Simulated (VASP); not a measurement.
Wanted: the native input for a VASP 6.6.1 run.

```yaml
Task: single point
Functional: HSE06
Potentials_or_basis: VASP PAW PBE potentials, release 64 (Mg, O)
Cutoff: 520 eV
k_mesh: 4 × 4 × 4
Occupations: fermi-dirac, width 0.05 eV
Spin: no spin polarisation
Dipole_correction: no
Grid_for_exact_exchange_PRECFOCK: Normal
Further_INCAR_settings: ALGO = Normal; EDIFF = 1e-06; NBANDS = 11
Share_of_exact_exchange: 0.25
Screening_parameter: 0.2079 1/Å
```

Crystal: MgO (rock salt type).

```xyz
2
Lattice="0.0000 2.1107 2.1107 2.1107 0.0000 2.1107 2.1107 2.1107 0.0000" Properties=species:S:1:pos:R:3 pbc="T T T"
Mg    0.0000    0.0000    0.0000
O     2.1107    2.1107    2.1107
```

These files were run (other wordings do the same):

POSCAR

```
MgO
1.0
    0.0000000000      2.1107378253      2.1107378253
    2.1107378253      0.0000000000      2.1107378253
    2.1107378253      2.1107378253      0.0000000000
Mg O
1 1
Direct
    0.0000000000      0.0000000000      0.0000000000
    0.5000000000      0.5000000000      0.5000000000
```

INCAR.step1

```
SYSTEM = MgO
PREC = Accurate ; ENCUT = 520
EDIFF = 1E-5 ; ISMEAR = -1
SIGMA = 0.05 ; LREAL = .FALSE.
LASPH = .TRUE. ; NELM = 80
ALGO = Normal ; ISIF = 2
LWAVE = .TRUE. ; LCHARG = .FALSE.
NBANDS = 11 ; GGA = PE
```

INCAR.step2

```
SYSTEM = MgO
PREC = Accurate ; ENCUT = 520
EDIFF = 1E-6 ; ISMEAR = -1
SIGMA = 0.05 ; LREAL = .FALSE.
LASPH = .TRUE. ; NELM = 80
ALGO = Normal ; ISIF = 2
LWAVE = .FALSE. ; LCHARG = .FALSE.
GGA = PE ; LHFCALC = .TRUE.
HFSCREEN = 0.2079 ; PRECFOCK = Normal
NBANDS = 11 ; ISTART = 1
```

KPOINTS

```
regular mesh
0
G
  4 4 4
  0 0 0
```

Potentials or basis: VASP PAW PBE potentials, release 64 (Mg, O).

Command:

```console
$ cat potpaw_PBE.64/Mg/POTCAR potpaw_PBE.64/O/POTCAR > POTCAR
$ cp INCAR.step1 INCAR
$ mpirun -np 1 vasp_std > vasp.out
$ cp INCAR.step2 INCAR
$ mpirun -np 1 vasp_std > vasp.out
```

It gave:

- Pressure: -2.6 GPa
- Band gap on the k mesh: 6.38 eV

Caveat: the k points lie up to 0.64 Å⁻¹ apart; the PAW data sets were made with another functional, which shifts forces and pressure a little.

Run time: 60 s on 1 thread of AMD EPYC 7R13 Processor (Zen 3), on a shared host, peak memory 0.21 GiB.
